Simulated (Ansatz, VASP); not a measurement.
**Zn2S: VASP beside Ansatz**

The input INCAR:

```
ALGO = Normal
EDIFF = 1E-7
EDIFFG = -0.04
ENCUT = 600
GGA = PE
IBRION = 2
ISIF = 3
ISMEAR = 0
LASPH = T
LCHARG = F
LREAL = F
LWAVE = F
NELM = 80
NSW = 90
PREC = Accurate
SIGMA = 0.1
```

KPOINTS

```
k-points
0
Gamma
  6 6 6
```

File POSCAR:

```
Zn2S
1.0
    0.0000000000      3.0143095500      3.0143095500
    3.0143095500      0.0000000000      3.0143095500
    3.0143095500      3.0143095500      0.0000000000
Zn S
2 1
Direct
    0.2500000000      0.2500000000      0.2500000000
    0.7500000000      0.7500000000      0.7500000000
    0.5000000000      0.5000000000      0.5000000000
```

Input for Ansatz:

```yaml
crystal:
  lattice:
    - [0.0, 3.01430955, 3.01430955]
    - [3.01430955, 0.0, 3.01430955]
    - [3.01430955, 3.01430955, 0.0]
  atoms:
    - { symbol: Zn, position: [0.25, 0.25, 0.25] }
    - { symbol: Zn, position: [0.75, 0.75, 0.75] }
    - { symbol: S, position: [0.5, 0.5, 0.5] }
basis:
  ecutwfc: 420
kpoints:
  mp_grid: { grid: [6, 6, 6] }
hamiltonian:
  xc: pbe
scf:
  occupations: { method: gaussian, width: 0.1 }
  lower_state_search: "off"
output:
  forces: true
  stress: true
  eigenvalues: true
relax:
  adjacent_minimum: "off"
  f_tol: 0.04
  max_steps: 70
  cell: { stress_tol: 0.4 }
```

Alike in both runs: task relaxation of cell and atoms; functional PBE; k mesh 6 × 6 × 6; occupations gaussian, width 0.1 eV; no spin polarisation.

|  | VASP | Ansatz |
| --- | --- | --- |
| version | VASP 6.6.1 | Ansatz 0.2.0 |
| potentials or method | VASP PAW PBE potentials, release 64 (Zn, S), cutoff 600 eV | scalar-relativistic, plane waves, PAW |
| valence electrons in the cell | 30 | 30 |

|  | VASP | Ansatz | Ansatz less VASP |
| --- | --- | --- | --- |
| gap on the k mesh at the Fermi level, each at its own relaxed structure (eV) | none | none | - |
| relaxed volume (Å³/atom) | 19.71 | 19.73 | +0.025 |
| relaxed cell length with the largest relative difference (Å) | 4.373 | 4.375 | +0.0019 |

A gap of «none» marks a metal or a gap that the smearing closes.
